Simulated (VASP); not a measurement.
Here is a VASP 6.6.1 calculation.

File INCAR:

```
PREC = Accurate ; ENCUT = 600
EDIFF = 1E-6 ; ISMEAR = -1
SIGMA = 0.08 ; LREAL = False
LASPH = True ; NELM = 80
ALGO = Normal ; ISIF = 3
LWAVE = False ; LCHARG = False
GGA = PE ; IBRION = 2
NSW = 60 ; EDIFFG = -0.005
PSTRESS = -13.0
```

The input KPOINTS:

```
regular mesh
0
Gamma
  15 15 15
```

File POSCAR:

```
Mo
1.0
    2.5792507841      0.0000000000      0.0000000000
    0.0000000000      2.5792507841      0.0000000000
    0.0000000000      0.0000000000      2.5792507841
Mo
1
Direct
    0.0000000000      0.0000000000      0.0000000000
```

Potentials or basis: VASP PAW PBE potentials, release 64 (Mo_sv).

The run is started by

```bash
$ cat potpaw_PBE.64/Mo_sv/POTCAR > POTCAR
$ mpirun -np 1 vasp_std > vasp.out
```

**Question.** Estimate the band gap on the k mesh.

**Answer.** Zero (band 7 reaches 11.93 eV, above the bottom of band 8 at 9.54 eV).

**Question.** Estimate the relaxed volume.

**Answer.** 17.76 Å³/atom.

**Question.** Estimate the space group after relaxing (to 0.05 Å).

**Answer.** Pm-3m (No. 221).

**Question.** Estimate the relaxed cell.

**Answer.** a = 2.609 Å, b = 2.609 Å, c = 2.609 Å, α = 90.00°, β = 90.00°, γ = 90.00°.

Step by step:
| step | energy change (eV) | largest force (eV/Å) | pressure (GPa) | volume (Å³) |
| --- | --- | --- | --- | --- |
| 1 | 0.0000 | 0.0000 | 5.38 | 17.16 |
| 2 | 0.0464 | 0.0000 | -11.90 | 19.00 |
| 3 | -0.0071 | 0.0000 | -1.41 | 17.77 |
| 4 | -0.0072 | 0.0000 | -1.31 | 17.76 |

Caveat: the cell is relaxed towards a set pressure, so the enthalpy falls and the energy may rise.
